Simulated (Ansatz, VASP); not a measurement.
**NaH: VASP beside Ansatz**

```
CELL_PARAMETERS angstrom
1.68344 0.97194 8.69139
-1.68344 0.97194 8.69139
0.00000 -1.94387 8.69139
ATOMIC_POSITIONS crystal
Na 0.50000 0.50000 0.50000
Na 0.61290 0.61290 0.61290
Na 0.38710 0.38710 0.38710
H 0.00000 0.00000 0.00000
H 0.77686 0.77686 0.77686
H 0.22314 0.22314 0.22314
```

Alike in both runs: functional PBE; k mesh 12 × 12 × 12; no spin polarisation.

Ansatz relaxed the structure, and its values are those at the end. VASP's run is a single point on that final structure, the one shown.

```csv
,VASP,Ansatz
version,VASP 6.6.1,Ansatz 0.2.0
potentials or method,"VASP PAW PBE potentials, release 64 (Na_pv, H), cutoff 520 eV","scalar-relativistic, plane waves, PAW"
occupations,"gaussian, width 0.01 eV",fixed
valence electrons in the cell,24,30
```

|  | VASP | Ansatz | Ansatz less VASP |
| --- | --- | --- | --- |
| gap on the k mesh at the Fermi level (eV) | 3.46 | 3.46 | +0.002 |
| least direct gap on the mesh (eV) | 4.21 | 4.21 | -0.002 |
| pressure (GPa) | 0.0 | 0.0 | +0.04 |

VASP's potentials hold 24 valence electrons a cell and Ansatz's 30, so a difference there can come from the potentials and not from the codes.
